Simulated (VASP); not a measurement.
# CsHoCu: single point with PBE

The system is CsHoCu.

```
Cs Ho Cu
1.0
     3.88995    0.00000    0.00000
     0.00000    3.88995    0.00000
     0.00000    0.00000    7.38130
Cs Ho Cu
1 1 1
Direct
  0.00000 0.00000 0.50000
  0.00000 0.00000 0.00000
  0.50000 0.50000 0.00000
```

The cell was generated, and may not be a known phase.

- Program: VASP 6.6.1
- Task: single point
- Functional: PBE
- Potentials or basis: VASP PAW PBE potentials, release 64 (Cs_sv, Ho_3, Cu), 4f in core
- Cutoff: 600 eV
- k mesh: 4 × 4 × 4
- Occupations: gaussian, width 0.1 eV
- Spin: no spin polarisation

```json
{
 "Pressure": "0.1 GPa",
 "Band gap on the k mesh": "zero (an odd number of electrons rules out a gap without spin polarisation)"
}
```

Levels at points of the mesh, in eV from the Fermi level:
```tsv
k point	band 11	band 12	band 13	band 14	band 15	band 16	band 17	band 18
(0.00, 0.00, 0.00)	-3.11	-3.11	-3.09	-0.24	0.14	0.50	0.93	1.79
(0.50, 0.00, 0.00)	-3.04	-2.97	-2.43	-2.06	-1.24	0.38	0.75	1.84
(0.50, 0.50, 0.00)	-3.36	-3.25	-2.55	0.45	0.47	0.52	0.52	1.03
(0.00, 0.00, 0.50)	-3.11	-3.11	-2.94	-1.44	1.07	1.11	1.35	1.57
(0.50, 0.00, 0.50)	-3.04	-2.98	-2.26	-2.19	-0.62	0.76	1.20	1.66
(0.50, 0.50, 0.50)	-3.34	-3.25	-2.48	0.00	0.45	0.45	1.20	1.20
```

Run time: 33 s on 1 thread of AMD EPYC 9R45 96-Core Processor (Zen 5), with other jobs on the host, peak memory 0.24 GiB.

Caveat: the k points lie up to 0.40 Å⁻¹ apart, too coarse for converged energies and pressures of a metal; spin-orbit coupling is left out, which moves the levels of the heavy elements; the 4f electrons are frozen in the core, so they carry no moment and show no levels. Spin polarisation is off, so any magnetic state and its effect on volume and gap are missing.
